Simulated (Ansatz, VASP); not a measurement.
## One calculation of LiCl, two programs

INCAR

```
PREC = Accurate
ENCUT = 520
EDIFF = 1E-7
ISMEAR = 0
SIGMA = 0.05
LREAL = F
LASPH = T
NELM = 60
ALGO = Normal
ISIF = 2
LWAVE = F
LCHARG = T
GGA = PE
LELF = T
LVHAR = T
NBANDS = 12
```

File KPOINTS:

```
Automatic mesh
0
Gamma
  8 8 8
```

Contents of POSCAR:

```
LiCl
1.0
    0.0000000000      2.4365220000      2.6288790000
    2.4365220000      0.0000000000      2.6288790000
    2.4365220000      2.4365220000      0.0000000000
Li Cl
1 1
Direct
    0.0000000000      0.0000000000      0.0000000000
    0.5000000000      0.5000000000      0.5000000000
```

Input for Ansatz:

```yaml
crystal:
  lattice:
    - [0.0, 2.436522, 2.628879]
    - [2.436522, 0.0, 2.628879]
    - [2.436522, 2.436522, 0.0]
  atoms:
    - { symbol: Li, position: [0.0, 0.0, 0.0] }
    - { symbol: Cl, position: [0.5, 0.5, 0.5] }
basis:
  ecutwfc: 420
kpoints:
  mp_grid: { grid: [8, 8, 8] }
hamiltonian:
  xc: pbe
scf:
  occupations: { method: gaussian, width: 0.05 }
output:
  forces: true
  stress: true
  eigenvalues: true
```

Change from the starting cell: strain -0.050 along x and y, +0.025 along z, atoms carried along.

Alike in both runs: task single point; functional PBE; k mesh 8 × 8 × 8; occupations gaussian, width 0.05 eV; no spin polarisation.

```csv
,VASP,Ansatz
version,VASP 6.6.1,Ansatz 0.2.0
potentials or method,"VASP PAW PBE potentials, release 64 (Li_sv, Cl), cutoff 520 eV","scalar-relativistic, plane waves, PAW"
valence electrons in the cell,10,10
```

Ansatz gave:

* gap on the k mesh at the Fermi level (eV): 6.69
* least direct gap on the mesh (eV): 6.69

**Question.** Which values does VASP return?

**Answer.** gap on the k mesh at the Fermi level (eV): 6.70; least direct gap on the mesh (eV): 6.70.

Noted on VASP's run: the cutoff is under 1.25 times that of the potentials, so the pressure is a little rough.
